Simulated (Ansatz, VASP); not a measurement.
**One calculation of RbBr, two programs**

INCAR

```
SYSTEM = RbBr
PREC = Accurate ; ENCUT = 520
EDIFF = 1E-6 ; ISMEAR = -1
SIGMA = 0.03 ; LREAL = .False.
LASPH = .True. ; NELM = 100
ALGO = Normal ; ISIF = 2
LWAVE = .False. ; LCHARG = .False.
GGA = PS ; NBANDS = 15
```

Contents of KPOINTS:

```
regular mesh
0
Gamma
  7 7 7
  0 0 0
```

The input POSCAR:

```
RbBr
1.0
    0.0342750000      3.4446375000      3.4446375000
    3.4446375000      0.0342750000      3.4446375000
    3.4446375000      3.4446375000      0.0342750000
Rb Br
1 1
Direct
    0.0000000000      0.0000000000      0.0000000000
    0.5000000000      0.5000000000      0.5000000000
```

Input for Ansatz:

```yaml
crystal:
  lattice:
    - [0.034275, 3.4446375, 3.4446375]
    - [3.4446375, 0.034275, 3.4446375]
    - [3.4446375, 3.4446375, 0.034275]
  atoms:
    - { symbol: Rb, position: [0.0, 0.0, 0.0] }
    - { symbol: Br, position: [0.5, 0.5, 0.5] }
kpoints:
  mp_grid: { grid: [7, 7, 7] }
  band_path:
    path:
      - [0.0, 0.0, 0.0]
      - [0.5, 0.5, 0.5]
      - [0.247543133, 0.5, 0.752456867]
      - [-0.247543133, 0.247543133, 0.5]
      - [0.0, 0.0, 0.5]
      - [0.0, 0.0, 0.0]
      - [-0.3737715665, 0.0, 0.3737715665]
      - [0.0, 0.3737715665, 0.6262284335]
      - [0.0, 0.5, 0.5]
    npoints: 5
scf:
  occupations: { method: fermi_dirac, width: 0.03 }
hamiltonian:
  xc: pbesol
  pseudopotentials: { kind: all_electron, lapw: { basis_error: 0.001 } }
output:
  forces: true
  stress: true
  eigenvalues: true
```

Change from the starting cell: equal xy, yz and zx shear strains of +1 %.

Alike in both runs: task single point; functional PBEsol; k mesh 7 × 7 × 7; occupations fermi-dirac, width 0.03 eV; no spin polarisation.

|  | VASP | Ansatz |
| --- | --- | --- |
| version | VASP 6.6.1 | Ansatz 0.2.0 |
| potentials or method | VASP PAW PBE potentials, release 64 (Rb_sv, Br), cutoff 520 eV | all-electron LAPW, scalar-relativistic |

VASP gave:

- gap on the k mesh at the Fermi level (eV): 4.20
- pressure (GPa): 0.0

Problem. Estimate Ansatz's values.

Solution. gap on the k mesh at the Fermi level (eV): 4.20; pressure (GPa): -0.1.

VASP's potentials were made for PBE, not for PBEsol. Ansatz ran all-electron here, and VASP with PAW potentials.
